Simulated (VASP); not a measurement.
The system is Ag.

```
Ag
1.0
     0.00000    2.04500    2.04500
     2.04500    0.00000    2.04500
     2.04500    2.04500    0.00000
Ag
1
Direct
  0.00000 0.00000 0.00000
```

- Program: VASP 6.6.1
- Task: relaxation of cell and atoms
- Functional: LDA
- Potentials or basis: VASP PAW LDA potentials, release 64 (Ag)
- Cutoff: 600 eV
- k mesh: 34 × 34 × 34
- Occupations: gaussian, width 0.1 eV
- Spin: no spin polarisation

At the start: pressure -7.3 GPa; volume 17.10 Å³/atom.

Question: Where does the relaxation end?

Answer: Over 6 steps the energy falls by 27.2 meV/atom and the volume is 16.02 Å³/atom (-6.3 %); space group Fm-3m (No. 225, to 0.05 Å).

Step by step:
```
step  energy change (eV)  largest force (eV/Å)  pressure (GPa)  volume (Å³)
   1              0.0000                0.0000           -7.31        17.10
   2             -0.0088                0.0000            8.08        15.24
   3             -0.0272                0.0000           -0.03        16.02
   4             -0.0272                0.0000            0.20        16.00
   5             -0.0272                0.0000           -0.17        16.04
   6             -0.0272                0.0000            0.00        16.02
```

Final structure:
```
Ag
1.0
     0.00000    2.00100    2.00100
     2.00100    0.00000    2.00100
     2.00100    2.00100    0.00000
Ag
1
Direct
  0.00000 0.00000 0.00000
```
